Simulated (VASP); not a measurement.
Set up this calculation in VASP 6.6.1, as the native input.

- Task: single point
- Functional: r2SCAN
- Potentials or basis: VASP PAW PBE potentials, release 64 (Nb_sv, Sb)
- Cutoff: 520 eV
- k mesh: 10 × 10 × 10
- Occupations: gaussian, width 0.05 eV
- Spin: no spin polarisation
- Dipole correction: no
- Further INCAR settings: ALGO = Normal; EDIFF = 1e-06; NBANDS = 16

NbSb:

```xyz
2
Lattice="0.0000 3.1410 3.1410 3.1410 0.0000 3.1410 3.1410 3.1410 0.0000" Properties=species:S:1:pos:R:3 pbc="T T T"
Nb    0.0000    0.0000    0.0000
Sb    1.5705    1.5705    1.5705
```

These files were run (other wordings do the same):

POSCAR

```
NbSb
1.0
    0.0000000000      3.1409864344      3.1409864344
    3.1409864344      0.0000000000      3.1409864344
    3.1409864344      3.1409864344      0.0000000000
Nb Sb
1 1
Direct
    0.0000000000      0.0000000000      0.0000000000
    0.2500000000      0.2500000000      0.2500000000
```

INCAR.step1

```
ALGO = Normal
EDIFF = 1E-4
ENCUT = 520
GGA = PE
ISMEAR = 0
LASPH = True
LCHARG = False
LREAL = False
LWAVE = True
NBANDS = 16
NELM = 100
PREC = Accurate
SIGMA = 0.05
```

INCAR.step2

```
ALGO = Normal
EDIFF = 1E-6
ENCUT = 520
ISIF = 2
ISMEAR = 0
ISTART = 1
LASPH = True
LCHARG = False
LMIXTAU = True
LREAL = False
LWAVE = False
METAGGA = R2SCAN
NBANDS = 16
NELM = 100
PREC = Accurate
SIGMA = 0.05
```

KPOINTS

```
k-points
0
Gamma
  10 10 10
```

Potentials or basis: VASP PAW PBE potentials, release 64 (Nb_sv, Sb).

Launch:

```console
$ cat potpaw_PBE.64/Nb_sv/POTCAR potpaw_PBE.64/Sb/POTCAR > POTCAR
$ cp INCAR.step1 INCAR
$ mpirun -np 1 vasp_std > vasp.out
$ cp INCAR.step2 INCAR
$ mpirun -np 1 vasp_std > vasp.out
```

Results of the run:

```
Pressure               : -0.5 GPa
Band gap on the k mesh : zero (bands 9 and 10 overlap by 0.35 eV)
```

Caveat: the PAW data sets were made with another functional, which shifts forces and pressure a little; spin-orbit coupling is left out, which moves the levels of the heavy elements.

Wall time 3.9 min on 1 thread of Intel(R) Xeon(R) Platinum 8488C (Sapphire Rapids) (shared host), peak memory 0.23 GiB.
